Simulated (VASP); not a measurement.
# Sr2Sb2O (P-3m1) in VASP: further runs, part 2 of 2

VASP 6.6.1. Earlier steps stand in the parts before.

## 3. Single point, PBE+D3(BJ)

This run uses another cell than the first one, of 25.72 Å³/atom, 1.306 times its volume.

Input file INCAR:

```
SYSTEM = Sr2Sb2O
PREC = Accurate
ENCUT = 520
EDIFF = 1E-7
ISMEAR = 0
SIGMA = 0.1
LREAL = .FALSE.
LASPH = .TRUE.
NELM = 80
ALGO = Normal
ISIF = 2
LWAVE = .FALSE.
LCHARG = .FALSE.
GGA = PE
IVDW = 12
NBANDS = 26
```

Input file KPOINTS:

```
Automatic mesh
0
G
  6 6 2
  0 0 0
```

Input file POSCAR:

```
Sr2Sb2O
1.0
    3.9766454666      0.0000000000      0.0000000000
   -1.9883227333      3.4438759959      0.0000000000
    0.0000000000      0.0000000000      9.3917989018
Sr Sb O
2 2 1
Direct
    0.3333333333      0.6666666667      0.8521408973
    0.6666666667      0.3333333333      0.1478591027
    0.6666666667      0.3333333333      0.5951624885
    0.3333333333      0.6666666667      0.4048375115
    0.0000000000      0.0000000000      0.0000000000
```

Potentials or basis: VASP PAW PBE potentials, release 64 (Sr_sv, Sb, O).

Command:

```sh
cat potpaw_PBE.64/Sr_sv/POTCAR potpaw_PBE.64/Sb/POTCAR potpaw_PBE.64/O/POTCAR > POTCAR
mpirun -np 1 vasp_std > vasp.out
```

OUTCAR:

```text
SYSTEM = Sr2Sb2O
   PREC = Accurate
   ENCUT = 520
   EDIFF = 1E-7
   ISMEAR = 0
   LREAL = .FALSE.
   LASPH = .TRUE.
   NELM = 80
   ISIF = 2
   GGA = PE
   IVDW = 12
 IVDW          = 12

 ion  position               nearest neighbor table
   1  0.333  0.667  0.852-   5 2.68   5 2.68   5 2.68   3 3.33   3 3.33   3 3.33   2 3.60   2 3.60
                             2 3.60   4 4.20
   2  0.667  0.333  0.148-   5 2.68   5 2.68   5 2.68   4 3.33   4 3.33   4 3.33   1 3.60   1 3.60
                             1 3.60   3 4.20
   3  0.667  0.333  0.595-   4 2.91   4 2.91   4 2.91   1 3.33   1 3.33   1 3.33   2 4.20
   4  0.333  0.667  0.405-   3 2.91   3 2.91   3 2.91   2 3.33   2 3.33   2 3.33   1 4.20
   5  0.000  0.000  0.000-   1 2.68   2 2.68   1 2.68   2 2.68   2 2.68   1 2.68

  LATTYP: Found a hexagonal cell.
 ALAT       =     3.9766454666
 C/A-ratio  =     2.3617390539

  Lattice vectors:

 A1 = (   3.9766454666,   0.0000000000,   0.0000000000)
 A2 = (  -1.9883227333,   3.4438759959,   0.0000000000)
 A3 = (   0.0000000000,   0.0000000000,   9.3917989018)

Analysis of symmetry for initial positions (statically):
=====================================================================
 Subroutine PRICEL returns:
 Original cell was already a primitive cell.

 Routine SETGRP: Setting up the symmetry group for a
 hexagonal supercell.

 Subroutine GETGRP returns: Found 12 space group operations
 (whereof 12 operations were pure point group operations)
 out of a pool of 24 trial point group operations.

The static configuration has the point symmetry D_3d.

Analysis of symmetry for dynamics (positions and initial velocities):
=====================================================================
 Subroutine PRICEL returns:
 Original cell was already a primitive cell.

 Routine SETGRP: Setting up the symmetry group for a
 hexagonal supercell.

 Subroutine GETGRP returns: Found 12 space group operations
 (whereof 12 operations were pure point group operations)
 out of a pool of 24 trial point group operations.

The dynamic configuration has the point symmetry D_3d.

 Subroutine INISYM returns: Found 12 space group operations
 (whereof 12 operations are pure point group operations),
 and found     1 'primitive' translations

----------------------------------------------------------------------------------------

                                     Primitive cell

  volume of cell :     128.6214

  direct lattice vectors                    reciprocal lattice vectors
     3.976645467  0.000000000  0.000000000     0.251468231  0.145185251  0.000000000
    -1.988322733  3.443875996  0.000000000     0.000000000  0.290370501  0.000000000
     0.000000000  0.000000000  9.391798902     0.000000000  0.000000000  0.106475874

  length of vectors
     3.976645467  3.976645467  9.391798902     0.290370501  0.290370501  0.106475874

  position of ions in fractional coordinates (direct lattice)
     0.333333333  0.666666667  0.852140897
     0.666666667  0.333333333  0.147859103
     0.666666667  0.333333333  0.595162489
     0.333333333  0.666666667  0.404837511
     0.000000000  0.000000000  0.000000000

  ion indices of the primitive-cell ions
   primitive index   ion index
                 1           1
                 2           2
                 3           3
                 4           4
                 5           5

[... 39 lines left out ...]
  0.166667  0.166667  0.500000      6.000000
  0.333333  0.166667  0.500000     12.000000
  0.333333  0.333333  0.500000      2.000000
   k-points           NKPTS =     14   k-points in BZ     NKDIM =     14   number of bands    NBANDS=     26
   number of dos      NEDOS =    301   number of ions     NIONS =      5
   total plane-waves  NPLWV =  63000
   dimension x,y,z NGX =    30 NGY =   30 NGZ =   70
   dimension x,y,z NGXF=    60 NGYF=   60 NGZF=  140
   ions per type =               2   2   1
   NGX,Y,Z   is equivalent  to a cutoff of  12.54, 12.54, 12.39 a.u.
   NGXF,Y,Z  is equivalent  to a cutoff of  25.08, 25.08, 24.78 a.u.
 SYSTEM =  Sr2Sb2O
   PREC   = accura    normal or accurate (medium, high low for compatibility)
   ISTART =      0    job   : 0-new  1-cont  2-samecut
   ICHARG =      2    charge: 1-file 2-atom 10-const
   ISPIN  =      1    spin polarized calculation?
   LNONCOLLINEAR =      F non collinear calculations
   LSORBIT =      F    spin-orbit coupling
   LASPH  =      T    aspherical Exc in radial PAW
   ENCUT  =  520.0 eV  38.22 Ry    6.18 a.u.   7.39  7.39 17.46*2*pi/ulx,y,z
   NELM   =     80;   NELMIN=  2; NELMDL= -5     # of ELM steps
   EDIFF  = 0.1E-06   stopping-criterion for ELM
   LREAL  =      F    real-space projection
   EDIFFG = 0.1E-05   stopping-criterion for IOM
   NSW    =      0    number of steps for IOM
   IBRION =     -1    ionic relax: 0-MD 1-quasi-New 2-CG
   NFREE  =      0    steps in history (QN), initial steepest desc. (CG)
   ISIF   =      2    stress and relaxation
   ISYM   =      2    0-nonsym 1-usesym 2-fastsym
   POTIM  = 0.5000    time-step for ionic-motion
   TEBEG  =    0.0;   TEEND  =   0.0 temperature during run
   PSTRESS=    0.0 pullay stress
   NELECT =      36.0000    total number of electrons
   NUPDOWN=      -1.0000    fix difference up-down
   EMIN   =  10.00;   EMAX   =-10.00  energy-range for DOS
   EFERMI =   0.00;   METHOD = LEGACY
   ISMEAR =     0;   SIGMA  =   0.10  broadening in eV -4-tet -1-fermi 0-gaus
   EFERMI_NEDOS =   21; number of points for ismear=-14 and -15
   IALGO  =     38    algorithm
   IMIX   =      4    mixing-type and parameters
     AMIX     =   0.40;   BMIX     =  1.00
     AMIX_MAG =   1.60;   BMIX_MAG =  1.00
  volume/ion in A,a.u.               =      25.72       173.60
  Fermi-wavevector in a.u.,A,eV,Ry     =   1.070873  2.023656 15.602737  1.146769
  Thomas-Fermi vector in A             =   2.206596
   LORBIT       =      0    0 simple, 1 ext, 2 COOP (PROOUT), +10 PAW based schemes
   GGA     = PE    functional components
   LHFCALC =     F    Hartree Fock is set to
   AEXX    =    0.0000 exact exchange contribution
   IVDW    =    12    specifies the selected vdW correction
   LEPSILON=     F    determine dielectric tensor
   LRPA    =     F    only Hartree local field effects (RPA)
 non-spin polarized calculation
 Gauss-broadening in eV      SIGMA  =   0.10
  energy-cutoff  :      520.00
  volume of cell :      128.62
 maximum number of plane-waves:      3490
 NGX is ok and might be reduce to    30
   NGX = 15   NGY = 15   NGZ = 35

 number of electron      35.9999993 magnetization

 Free energy of the ion-electron system (eV)
  ---------------------------------------------------
  ext. energy  EPLUGINS =         0.00000000
  ---------------------------------------------------
  free energy    TOTEN  =       -22.06847784 eV

  energy without entropy =      -22.05070481  energy(sigma->0) =      -22.05959132

 E-fermi :   6.0009     XC(G=0):  -9.5089

 val. band max:        5.9481526565   @ k =   0.1667   0.1667   0.0000
 cond. band min:       6.0416752644   @ k =   0.1667   0.0000   0.5000
 fundamental gap:      0.0935226080
 Fermi energy:         6.0009143650

 k-point     1 :       0.0000    0.0000    0.0000
  band No.  band energies     occupation
      1     -30.2388      2.00000
      2     -30.1710      2.00000
      3     -13.2559      2.00000
      4     -12.1634      2.00000
      5     -12.1312      2.00000
      6     -12.1312      2.00000
[... 395 lines left out ...]
     25      10.1049      0.00000
     26      10.8813      0.00000

------------------------ aborting loop because EDIFF is reached ----------------------------------------

 Edisp (eV)   -1.73632

 E8    (eV) :    -0.8509

  FORCE on cell =-STRESS in cart. coord.  units (eV):
  Direction    XX          YY          ZZ          XY          YZ          ZX
  --------------------------------------------------------------------------------------
  -------------------------------------------------------------------------------------
  Total       0.17625     0.17625     0.24124     0.00000     0.00000    -0.00000
  in kB       2.19552     2.19552     3.00498     0.00000     0.00000    -0.00000
  external pressure =        2.47 kB  Pullay stress =        0.00 kB

 VOLUME and BASIS-vectors are now :
 -----------------------------------------------------------------------------
  energy-cutoff  :      520.00
  volume of cell :      128.62
      direct lattice vectors                 reciprocal lattice vectors
     3.976645467  0.000000000  0.000000000     0.251468231  0.145185251  0.000000000
    -1.988322733  3.443875996  0.000000000     0.000000000  0.290370501  0.000000000
     0.000000000  0.000000000  9.391798902     0.000000000  0.000000000  0.106475874

 POSITION                                       TOTAL-FORCE (eV/Angst)
 -----------------------------------------------------------------------------------
     -0.00000      2.29592      8.00314        -0.000000      0.000000     -0.040392
      1.98832      1.14796      1.38866         0.000000      0.000000      0.040392
      1.98832      1.14796      5.58965         0.000000      0.000000      0.001836
     -0.00000      2.29592      3.80215         0.000000      0.000000     -0.001836
      0.00000      0.00000      0.00000         0.000000      0.000000      0.000000
 -----------------------------------------------------------------------------------
    total drift:                                0.000000     -0.000000     -0.000000

  FREE ENERGIE OF THE ION-ELECTRON SYSTEM (eV)
  ---------------------------------------------------
  free  energy   TOTEN  =       -23.8047974667 eV

  energy  without entropy=      -23.7870244336  energy(sigma->0) =      -23.79591095
```

stdout:

```text
POSCAR found type information on POSCAR SrSbO
 POSCAR found :  3 types and       5 ions
 scaLAPACK will be used
 LDA part: xc-table for (Slater+PW92), standard interpolation
 POSCAR, INCAR and KPOINTS ok, starting setup
 FFT: planning ... GRIDC
 FFT: planning ... GRID_SOFT
 FFT: planning ... GRID
 WAVECAR not read
 entering main loop
```

Run time: 63 s. Hardware: 1 thread of Intel Xeon Platinum 8488C (Sapphire Rapids), shared host; peak memory 0.26 GiB.

What came out:

| Item | Value |
| --- | --- |
| Free energy | -23.8048 eV |
| Pressure | 0.2 GPa |
| Largest force | 0.040 eV/Å |
| Band gap on the k mesh | zero (band 18 reaches 6.60 eV, above the bottom of band 19 at 5.61 eV) |
| Dispersion energy per atom | -0.347 eV |

Forces on the atoms (eV/Å):
```
Sr   0.000  0.000 -0.040
Sr   0.000  0.000  0.040
Sb   0.000  0.000  0.002
Sb   0.000  0.000 -0.002
O    0.000  0.000  0.000
```

Caveat: spin-orbit coupling is left out, which moves the levels of the heavy elements; pairwise dispersion overbinds metals, which lowers pressure and volume.

## 4. Relaxation of cell and atoms, PBE+D3(BJ)

Input file INCAR:

```
PREC = Accurate
ENCUT = 600
EDIFF = 1E-7
ISMEAR = 0
SIGMA = 0.1
LREAL = F
LASPH = T
NELM = 80
ALGO = Normal
ISIF = 3
LWAVE = F
LCHARG = F
GGA = PE
IVDW = 12
IBRION = 2
NSW = 90
EDIFFG = -0.04
```

Input file KPOINTS:

```
Automatic mesh
0
Gamma
  6 6 2
```

Input file POSCAR:

```
Sr2Sb2O
1.0
    3.6301107000      0.0000000000      0.0000000000
   -1.8150553500      3.1437680900      0.0000000000
    0.0000000000      0.0000000000      8.6305586600
Sr Sb O
2 2 1
Direct
    0.3333333300      0.6666666700      0.9083259500
    0.6666666700      0.3333333300      0.0916740500
    0.6666666700      0.3333333300      0.6663385000
    0.3333333300      0.6666666700      0.3336615000
    0.0000000000      0.0000000000      0.0000000000
```

Potentials or basis: VASP PAW PBE potentials, release 64 (Sr_sv, Sb, O).

Command:

```sh
cat potpaw_PBE.64/Sr_sv/POTCAR potpaw_PBE.64/Sb/POTCAR potpaw_PBE.64/O/POTCAR > POTCAR
mpirun -np 1 vasp_std > vasp.out
```

OUTCAR:

```text
PREC = Accurate
   ENCUT = 600
   EDIFF = 1E-7
   ISMEAR = 0
   LREAL = F
   LASPH = T
   NELM = 80
   ISIF = 3
   GGA = PE
   IVDW = 12
   IBRION = 2
   NSW = 90
   EDIFFG = -0.04
 IVDW          = 12

 ion  position               nearest neighbor table
   1  0.333  0.667  0.908-   5 2.24   5 2.24   5 2.24   2 2.63   2 2.63   2 2.63   3 2.96   3 2.96
                             3 2.96   4 3.67   2 4.48   2 4.48   2 4.48
   2  0.667  0.333  0.092-   5 2.24   5 2.24   5 2.24   1 2.63   1 2.63   1 2.63   4 2.96   4 2.96
                             4 2.96   3 3.67   1 4.48   1 4.48   1 4.48
   3  0.667  0.333  0.666-   1 2.96   1 2.96   1 2.96   4 3.55   4 3.55   4 3.55   2 3.67
   4  0.333  0.667  0.334-   2 2.96   2 2.96   2 2.96   3 3.55   3 3.55   3 3.55   1 3.67
   5  0.000  0.000  0.000-   1 2.24   2 2.24   2 2.24   1 2.24   2 2.24   1 2.24

  LATTYP: Found a hexagonal cell.
 ALAT       =     3.6301107000
 C/A-ratio  =     2.3774918655

  Lattice vectors:

[... 1011 lines left out ...]
  ---------------------------------------------------
  free  energy   TOTEN  =       -21.8097093172 eV

  energy  without entropy=      -21.7783156633  energy(sigma->0) =      -21.79401249

[... ionic steps 4 to 11 ...]

--------------------------------------- Ionic step       12  -------------------------------------------

 number of electron      35.9999995 magnetization

------------------------ aborting loop because EDIFF is reached ----------------------------------------
[... 81 lines left out ...]
--------------------------------------- Ionic step       14  -------------------------------------------

 number of electron      35.9999995 magnetization

 Free energy of the ion-electron system (eV)
  ---------------------------------------------------
  ext. energy  EPLUGINS =         0.00000000
  ---------------------------------------------------
  free energy    TOTEN  =       -21.68892088 eV

  energy without entropy =      -21.66981757  energy(sigma->0) =      -21.67936922

 E-fermi :   5.2671     XC(G=0):  -9.5909

 val. band max:        5.2092152395   @ k =   0.3333   0.0000   0.5000
 cond. band min:       5.3717559732   @ k =   0.3333   0.1667   0.5000
 fundamental gap:      0.1625407338
 Fermi energy:         5.2670639223
[... 384 lines left out ...]
  FREE ENERGIE OF THE ION-ELECTRON SYSTEM (eV)
  ---------------------------------------------------
  free  energy   TOTEN  =       -23.4199982057 eV

  energy  without entropy=      -23.4008948901  energy(sigma->0) =      -23.41044655

 reached required accuracy - stopping structural energy minimisation
```

CONTCAR:

```text
Sr2Sb2O
   1.00000000000000
     3.6203375037586358   -0.0000000000000000   -0.0000000000000000
    -1.8101687518793179    3.1353042532212081    0.0000000000000000
    -0.0000000000000000    0.0000000000000000   11.2757282236408312
  Sr              Sb              O
     2     2     1
Direct
     0.3333333300000021    0.6666666699999979    0.8679355438955402
     0.6666666699999979    0.3333333300000021    0.1320644561044599
     0.6666666699999979    0.3333333300000021    0.6303344562369957
     0.3333333300000021    0.6666666699999979    0.3696655437630043
     0.0000000000000000    0.0000000000000000    0.0000000000000000

  0.00000000E+00  0.00000000E+00  0.00000000E+00
  0.00000000E+00  0.00000000E+00  0.00000000E+00
  0.00000000E+00  0.00000000E+00  0.00000000E+00
  0.00000000E+00  0.00000000E+00  0.00000000E+00
  0.00000000E+00  0.00000000E+00  0.00000000E+00
```

It took 8.7 min on 1 thread of Intel Xeon Platinum 8488C (Sapphire Rapids), shared host; peak memory 0.28 GiB.

Results:

| Property | Result |
| --- | --- |
| Free energy | -23.4200 eV |
| Relaxed volume | 25.60 Å³/atom |
| Relaxed cell | a = 3.620 Å, b = 3.620 Å, c = 11.276 Å, α = 90.00°, β = 90.00°, γ = 120.00° |
| Space group after relaxing (to 0.05 Å) | P-3m1 (No. 164) |
| Energy gained by relaxing | 1139.3 meV/atom |
| Ionic steps | 14 |
| Pressure after relaxing | 0.1 GPa |
| Largest force after relaxing | 0.030 eV/Å |
| Band gap on the k mesh | zero (band 18 reaches 7.53 eV, above the bottom of band 19 at 4.97 eV) |
| Dispersion energy per atom | -0.346 eV |

Forces on the atoms (eV/Å):
```
Sr   0.000  0.000 -0.022
Sr   0.000  0.000  0.022
Sb   0.000  0.000  0.030
Sb   0.000  0.000 -0.030
O    0.000  0.000  0.000
```

Step by step:
```tsv
step	energy change (eV)	largest force (eV/Å)	pressure (GPa)	volume (Å³)
1	0.0000	3.4336	34.88	98.49
2	-3.3726	0.8732	-6.93	173.14
3	-4.0861	1.3178	-1.39	141.78
4	-4.5838	1.0842	-1.23	139.95
5	-5.6169	0.2229	-1.09	132.93
6	-5.6318	0.7150	-1.11	129.26
7	-5.6693	0.3593	-1.13	131.19
8	-5.6701	0.4076	-1.13	130.92
9	-5.6857	0.0115	1.19	125.20
10	-5.6931	0.1466	0.30	127.22
11	-5.6956	0.0675	-0.07	128.10
12	-5.6957	0.0544	-0.02	127.97
13	-5.6962	0.0420	0.03	127.98
14	-5.6964	0.0295	0.07	127.99
```

Final structure:
```xyz
5
Lattice="3.6203 0.0000 0.0000 -1.8102 3.1353 0.0000 0.0000 0.0000 11.2757" Properties=species:S:1:pos:R:3 pbc="T T T"
Sr    0.0000    2.0902    9.7866
Sr    1.8102    1.0451    1.4891
Sb    1.8102    1.0451    7.1075
Sb    0.0000    2.0902    4.1682
O     0.0000    0.0000    0.0000
```

Caveat: the k points lie up to 0.33 Å⁻¹ apart in the final cell; the volume moved by over 15 % at a fixed basis, so the end points are rough; spin-orbit coupling is left out, which moves the levels of the heavy elements; pairwise dispersion overbinds metals, which lowers pressure and volume.

## 5. The runs side by side

| task | cell | cutoff (eV) | gap on the mesh (eV) | pressure (GPa) | largest force (eV/Å) |
| --- | --- | --- | --- | --- | --- |
| single point | a = 3.630, b = 3.630, c = 8.631 Å, angles 90.0, 90.0, 120.0°, 5 atoms | 520 | none | 34.9 | 3.43 |
| single point | a = 3.977, b = 3.977, c = 9.392 Å, angles 90.0, 90.0, 120.0°, 5 atoms | 520 | none | 0.2 | 0.04 |
| relaxation of cell and atoms | relaxed from a = 3.630, b = 3.630, c = 8.631 Å, angles 90.0, 90.0, 120.0°, 5 atoms | 600 | none | 0.1 | 0.03 |

Alike in all rows: level PBE+D3(BJ); potentials or basis VASP PAW PBE potentials, release 64 (Sr_sv, Sb, O); no spin polarisation; k mesh 6 × 6 × 2; smearing gaussian 0.1 eV.

Caveats: some runs use coarse meshes; spin-orbit coupling is left out, which moves the levels of the heavy elements; pairwise dispersion overbinds metals, which lowers pressure and volume; forces of over 1 eV/Å act on the atoms, so gaps and moduli don't describe the material at rest (some runs); the volume moved by over 15 % at a fixed basis, so the end points are rough (some runs).

Absolute energies hang on the potentials; compare differences alone.
